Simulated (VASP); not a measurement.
Set up this calculation in VASP 6.6.1, as the native input.

```
Task                   : single point
Functional             : PBEsol
Potentials or basis    : VASP PAW PBE potentials, release 64 (Ru_pv)
Cutoff                 : 520 eV
k mesh                 : 24 × 24 × 12
Occupations            : gaussian, width 0.15 eV
Spin                   : no spin polarisation
Dipole correction      : no
Further INCAR settings : ALGO = Fast; EDIFF = 1e-06; NBANDS = 21
```

The structure of Ru lies in POSCAR:

```
Ru
1.0
    2.7057993342      0.0000000000      0.0000000000
   -1.3528996671      2.3432909610      0.0000000000
    0.0000000000      0.0000000000      4.2819000000
Ru
2
Direct
    0.3333333333      0.6666666667      0.2500000000
    0.6666666667      0.3333333333      0.7500000000
```

One way to write it, as run:

INCAR

```
SYSTEM = Ru
ALGO = Fast
EDIFF = 1E-6
ENCUT = 520
GGA = PS
ISIF = 2
ISMEAR = 0
LASPH = .True.
LCHARG = .True.
LELF = .True.
LREAL = .False.
LVHAR = .True.
LWAVE = .False.
NBANDS = 21
NELM = 60
PREC = Accurate
SIGMA = 0.15
```

KPOINTS

```
k-points
0
Gamma
  24 24 12
  0 0 0
```

Potentials or basis: VASP PAW PBE potentials, release 64 (Ru_pv).

Launch:

```bash
$ cat potpaw_PBE.64/Ru_pv/POTCAR > POTCAR
$ mpirun -np 1 vasp_std > vasp.out
```

Results of the run:

```json
{
  "Pressure": "-6.3 GPa",
  "Band gap on the k mesh": "zero (band 14 reaches 14.32 eV, above the bottom of band 15 at 11.13 eV)"
}
```

Caveat: the PAW data sets were made with another functional, which shifts forces and pressure a little.

Run time: 3.4 min on 1 thread of AMD EPYC 7R43 64-Core Processor (Zen 3) (shared host), peak memory 0.25 GiB.
